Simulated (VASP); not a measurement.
# Hg (Im-3m) in VASP: relaxation of cell and atoms with RPBE

Aim: the relaxation of cell and atoms of Hg with RPBE.

Everything below comes from runs of VASP 6.6.1. Logs are shortened: lines on timing, memory, paths and dates and some standing lists are left out, and cuts for length are marked.

## Step 1: The cell of the first run

The structure is cubic, space group Im-3m (No. 229). Conventional cell: a = 3.587 Å, b = 3.587 Å, c = 3.587 Å, α = 90.00°, β = 90.00°, γ = 90.00°. Within 4.1 Å of Hg (site symmetry m-3m) lie 14 Hg at 3.11 to 3.59 Å.

## Step 2: Relaxation of cell and atoms, RPBE

File INCAR:

```
SYSTEM = Hg
ALGO = Normal ; EDIFF = 1E-7
EDIFFG = -0.01 ; ENCUT = 550
GGA = RP ; GGA_COMPAT = .False.
IBRION = 2 ; ISIF = 3
ISMEAR = -1 ; LASPH = .True.
LCHARG = .False. ; LREAL = .False.
LWAVE = .False. ; NELM = 120
NELMIN = 4 ; NSW = 80
PREC = Accurate ; SIGMA = 0.1
```

File KPOINTS:

```
k-points
0
Gamma
  12 12 12
  0 0 0
```

File POSCAR:

```
Hg
1.0
   -1.7934065524      1.7934065524      1.7934065524
    1.7934065524     -1.7934065524      1.7934065524
    1.7934065524      1.7934065524     -1.7934065524
Hg
1
Direct
    0.0000000000      0.0000000000      0.0000000000
```

Potentials or basis: VASP PAW PBE potentials, release 64 (Hg_sv_GW).

Started as:

```console
cat potpaw_PBE.64/Hg_sv_GW/POTCAR > POTCAR
mpirun -np 1 vasp_std > vasp.out
```

OUTCAR:

```text
SYSTEM = Hg
   EDIFF = 1E-7
   EDIFFG = -0.01
   ENCUT = 550
   GGA = RP
   IBRION = 2
   ISIF = 3
   ISMEAR = -1
   LASPH = .True.
   LREAL = .False.
   NELM = 120
   NELMIN = 4
   NSW = 80
   PREC = Accurate

 ion  position               nearest neighbor table
   1  0.000  0.000  0.000-

  LATTYP: Found a body centered cubic cell.
 ALAT       =     3.5868131048

  Lattice vectors:

 A1 = (  -1.7934065524,   1.7934065524,   1.7934065524)
 A2 = (   1.7934065524,  -1.7934065524,   1.7934065524)
 A3 = (   1.7934065524,   1.7934065524,  -1.7934065524)

Analysis of symmetry for initial positions (statically):
=====================================================================
 Subroutine PRICEL returns:
 Original cell was already a primitive cell.

 Routine SETGRP: Setting up the symmetry group for a
 body centered cubic supercell.

 Subroutine GETGRP returns: Found 48 space group operations
 (whereof 48 operations were pure point group operations)
 out of a pool of 48 trial point group operations.

The static configuration has the point symmetry O_h .

Analysis of symmetry for dynamics (positions and initial velocities):
=====================================================================
 Subroutine PRICEL returns:
 Original cell was already a primitive cell.

 Routine SETGRP: Setting up the symmetry group for a
 body centered cubic supercell.

 Subroutine GETGRP returns: Found 48 space group operations
 (whereof 48 operations were pure point group operations)
 out of a pool of 48 trial point group operations.

The dynamic configuration has the point symmetry O_h .

 Subroutine INISYM returns: Found 48 space group operations
 (whereof 48 operations are pure point group operations),
 and found     1 'primitive' translations

----------------------------------------------------------------------------------------

                                     Primitive cell

  volume of cell :      23.0726

  direct lattice vectors                    reciprocal lattice vectors
    -1.793406552  1.793406552  1.793406552     0.000000000  0.278799026  0.278799026
     1.793406552 -1.793406552  1.793406552     0.278799026  0.000000000  0.278799026
     1.793406552  1.793406552 -1.793406552     0.278799026  0.278799026  0.000000000

  length of vectors
     3.106271267  3.106271267  3.106271267     0.394281364  0.394281364  0.394281364

  position of ions in fractional coordinates (direct lattice)
     0.000000000  0.000000000  0.000000000

  ion indices of the primitive-cell ions
   primitive index   ion index
                 1           1

----------------------------------------------------------------------------------------

 KPOINTS: k-points

Automatic generation of k-mesh.
 Grid dimensions read from file:
 generate k-points for:   12   12   12

 Generating k-lattice:

  Cartesian coordinates                     Fractional coordinates (reciprocal lattice)
     0.000000000  0.023233252  0.023233252     0.083333333  0.000000000  0.000000000
     0.023233252  0.000000000  0.023233252     0.000000000  0.083333333  0.000000000
     0.023233252  0.023233252  0.000000000     0.000000000  0.000000000  0.083333333

  Length of vectors
     0.032856780  0.032856780  0.032856780

  Shift w.r.t. Gamma in fractional coordinates (k-lattice)
     0.000000000  0.000000000  0.000000000

 Subroutine IBZKPT returns following result:
 ===========================================

 Found     72 irreducible k-points:

 Following reciprocal coordinates:
            Coordinates               Weight
  0.000000  0.000000  0.000000      1.000000
  0.083333  0.000000  0.000000     12.000000
  0.166667  0.000000  0.000000     12.000000
  0.250000  0.000000  0.000000     12.000000
  0.333333  0.000000  0.000000     12.000000
  0.416667  0.000000  0.000000     12.000000
[... 16 lines left out ...]
  0.333333  0.083333  0.083333     24.000000
  0.416667  0.083333  0.083333     12.000000
 [... further k-points ...]
   k-points           NKPTS =     72   k-points in BZ     NKDIM =     72   number of bands    NBANDS=     14
   number of dos      NEDOS =    301   number of ions     NIONS =      1
   total plane-waves  NPLWV =  13824
   dimension x,y,z NGX =    24 NGY =   24 NGZ =   24
   dimension x,y,z NGXF=    48 NGYF=   48 NGZF=   48
   ions per type =               1
   NGX,Y,Z   is equivalent  to a cutoff of  12.84, 12.84, 12.84 a.u.
   NGXF,Y,Z  is equivalent  to a cutoff of  25.69, 25.69, 25.69 a.u.
 SYSTEM =  Hg
   PREC   = accura    normal or accurate (medium, high low for compatibility)
   ISTART =      0    job   : 0-new  1-cont  2-samecut
   ICHARG =      2    charge: 1-file 2-atom 10-const
   ISPIN  =      1    spin polarized calculation?
   LNONCOLLINEAR =      F non collinear calculations
   LSORBIT =      F    spin-orbit coupling
   LASPH  =      T    aspherical Exc in radial PAW
   ENCUT  =  550.0 eV  40.42 Ry    6.36 a.u.   5.94  5.94  5.94*2*pi/ulx,y,z
   NELM   =    120;   NELMIN=  4; NELMDL= -5     # of ELM steps
   EDIFF  = 0.1E-06   stopping-criterion for ELM
   LREAL  =      F    real-space projection
   EDIFFG = -.1E-01   stopping-criterion for IOM
   NSW    =     80    number of steps for IOM
   IBRION =      2    ionic relax: 0-MD 1-quasi-New 2-CG
   NFREE  =      1    steps in history (QN), initial steepest desc. (CG)
   ISIF   =      3    stress and relaxation
   ISYM   =      2    0-nonsym 1-usesym 2-fastsym
   POTIM  = 0.5000    time-step for ionic-motion
   TEBEG  =    0.0;   TEEND  =   0.0 temperature during run
   PSTRESS=    0.0 pullay stress
   NELECT =      20.0000    total number of electrons
   NUPDOWN=      -1.0000    fix difference up-down
   EMIN   =  10.00;   EMAX   =-10.00  energy-range for DOS
   EFERMI =   0.00;   METHOD = LEGACY
   ISMEAR =    -1;   SIGMA  =   0.10  broadening in eV -4-tet -1-fermi 0-gaus
   EFERMI_NEDOS =   21; number of points for ismear=-14 and -15
   IALGO  =     38    algorithm
   IMIX   =      4    mixing-type and parameters
     AMIX     =   0.40;   BMIX     =  1.00
     AMIX_MAG =   1.60;   BMIX_MAG =  1.00
  volume/ion in A,a.u.               =      23.07       155.70
  Fermi-wavevector in a.u.,A,eV,Ry     =   1.560940  2.949748 33.151034  2.436532
  Thomas-Fermi vector in A             =   2.664078
   LORBIT       =      0    0 simple, 1 ext, 2 COOP (PROOUT), +10 PAW based schemes
   GGA     = RP    functional components
   LHFCALC =     F    Hartree Fock is set to
   AEXX    =    0.0000 exact exchange contribution
   IVDW    =     0    specifies the selected vdW correction
   LEPSILON=     F    determine dielectric tensor
   LRPA    =     F    only Hartree local field effects (RPA)
 conjugate gradient relaxation of ions
 non-spin polarized calculation
  energy-cutoff  :      550.00
  volume of cell :       23.07
 maximum number of plane-waves:       691
   NGX = 11   NGY = 11   NGZ = 11

--------------------------------------- Ionic step        1  -------------------------------------------

 number of electron      20.0000000 magnetization

 Free energy of the ion-electron system (eV)
  ---------------------------------------------------
  ext. energy  EPLUGINS =         0.00000000
  ---------------------------------------------------
  free energy    TOTEN  =         0.36796051 eV

  energy without entropy =        0.37414737  energy(sigma->0) =        0.37105394

 E-fermi :   6.3268     XC(G=0): -11.3104

 val. band max:        6.2110949278   @ k =   0.5000   0.5000   0.1667
 cond. band min:       6.5084483731   @ k =   0.4167   0.0833   0.0000
 fundamental gap:      0.2973534453
 Fermi energy:         6.3267725540

 k-point     1 :       0.0000    0.0000    0.0000
  band No.  band energies     occupation
      1    -108.5361      2.00000
      2     -56.8887      2.00000
      3     -56.8887      2.00000
      4     -56.8887      2.00000
      5      -2.7946      2.00000
      6      -0.8261      2.00000
      7      -0.8261      2.00000
      8      -0.8261      2.00000
      9       0.1050      2.00000
     10       0.1050      2.00000
     11      20.9363      0.00000
     12      20.9363      0.00000
     13      20.9363      0.00000
     14      23.0307      0.00000
[... 970 lines left out ...]
 POSITION                                       TOTAL-FORCE (eV/Angst)
 -----------------------------------------------------------------------------------
      0.00000      0.00000     -0.00000         0.000000      0.000000      0.000000
 -----------------------------------------------------------------------------------
    total drift:                                0.000000      0.000000      0.000000

  FREE ENERGIE OF THE ION-ELECTRON SYSTEM (eV)
  ---------------------------------------------------
  free  energy   TOTEN  =         0.2274246179 eV

  energy  without entropy=        0.2340401340  energy(sigma->0) =        0.23073238

--------------------------------------- Ionic step        6  -------------------------------------------

 number of electron      20.0000012 magnetization

 Free energy of the ion-electron system (eV)
  ---------------------------------------------------
  ext. energy  EPLUGINS =         0.00000000
  ---------------------------------------------------
  free energy    TOTEN  =         0.22739526 eV

  energy without entropy =        0.23421963  energy(sigma->0) =        0.23080745

 E-fermi :   3.8222     XC(G=0):  -9.6801

 val. band max:        3.7878340539   @ k =  -0.4167   0.5000   0.3333
 cond. band min:       3.8521631222   @ k =  -0.4167   0.4167   0.4167
 fundamental gap:      0.0643290684
 Fermi energy:         3.8222048918

 k-point     1 :       0.0000    0.0000    0.0000
  band No.  band energies     occupation
      1    -110.6257      2.00000
      2     -59.0026      2.00000
      3     -59.0026      2.00000
      4     -59.0026      2.00000
      5      -3.4512      2.00000
      6      -2.7197      2.00000
      7      -2.7197      2.00000
      8      -2.7197      2.00000
      9      -2.1810      2.00000
     10      -2.1810      2.00000
     11      16.9529      0.00000
     12      16.9529      0.00000
     13      16.9529      0.00000
     14      17.6988      0.00000
[... 413 lines left out ...]
 POSITION                                       TOTAL-FORCE (eV/Angst)
 -----------------------------------------------------------------------------------
      0.00000      0.00000     -0.00000         0.000000      0.000000      0.000000
 -----------------------------------------------------------------------------------
    total drift:                                0.000000      0.000000     -0.000000

  FREE ENERGIE OF THE ION-ELECTRON SYSTEM (eV)
  ---------------------------------------------------
  free  energy   TOTEN  =         0.2273952643 eV

  energy  without entropy=        0.2342196337  energy(sigma->0) =        0.23080745

 reached required accuracy - stopping structural energy minimisation
```

It took 68 s on 1 thread of Intel Xeon Platinum 8375C at 2.90GHz (Ice Lake), shared host; peak memory 0.18 GiB.

What came out:

```yaml
Free_energy: 0.2274 eV
Relaxed_volume: 30.27 Å³/atom
Relaxed_cell: a = 3.400 Å, b = 3.400 Å, c = 3.400 Å, α = 109.47°, β = 109.47°, γ = 109.47°
Space_group_after_relaxing_to_0.1_Å: Im-3m (No. 229)
Energy_gained_by_relaxing: 140.6 meV/atom
Ionic_steps: 6
Pressure_after_relaxing: 0.0 GPa
Band_gap_on_the_k_mesh: zero (bands 10 and 11 overlap by 1.92 eV)
```

Step by step:
```
step  energy change (eV)  largest force (eV/Å)  pressure (GPa)  volume (Å³)
   1              0.0000                0.0000            9.03        23.07
   2             -0.1303                0.0000            1.45        27.69
   3             -0.1380                0.0000            0.65        28.89
   4             -0.1393                0.0000           -0.35        31.37
   5             -0.1405                0.0000           -0.06        30.43
   6             -0.1406                0.0000            0.00        30.27
```

Final structure:
```xyz
1
Lattice="-1.9632 1.9632 1.9632 1.9632 -1.9632 1.9632 1.9632 1.9632 -1.9632" Properties=species:S:1:pos:R:3 pbc="T T T"
Hg    0.0000    0.0000    0.0000
```

Caveat: the volume moved by over 15 % at a fixed basis, so the end points are rough; the PAW data sets were made with another functional, which shifts forces and pressure a little; spin-orbit coupling is left out, which moves the levels of the heavy elements.

The gap in the log of VASP goes by the Fermi energy; the results here count the filled bands.